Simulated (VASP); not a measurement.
Input of a VASP 6.6.1 run:

File INCAR:

```
PREC = Accurate
ENCUT = 520
EDIFF = 1E-6
ISMEAR = 0
SIGMA = 0.1
LREAL = False
LASPH = True
NELM = 100
ALGO = Normal
ISIF = 2
LWAVE = False
LCHARG = False
NBANDS = 18
```

Contents of KPOINTS:

```
regular mesh
0
Gamma
  6 6 4
```

Contents of POSCAR:

```
Sc
1.0
    3.2912249500      0.0000000000      0.0000000000
   -1.6456124800      2.8502844200      0.0000000000
    0.0000000000      0.0000000000      5.3325723900
Sc
2
Direct
    0.3333333300      0.6666666700      0.2500000000
    0.6666666700      0.3333333300      0.7500000000
```

Potentials or basis: VASP PAW LDA potentials, release 64 (Sc_sv).

The run is started by

```sh
$ cat potpaw_LDA.64/Sc_sv/POTCAR > POTCAR
$ mpirun -np 1 vasp_std > vasp.out
```

(1) Estimate the band gap on the k mesh.

(2) Predict the pressure.

Results:

(1) zero (bands 11 and 12 overlap by 1.24 eV).

(2) -5.3 GPa.

Caveat: the k points lie up to 0.37 Å⁻¹ apart, too coarse for converged energies and pressures of a metal.
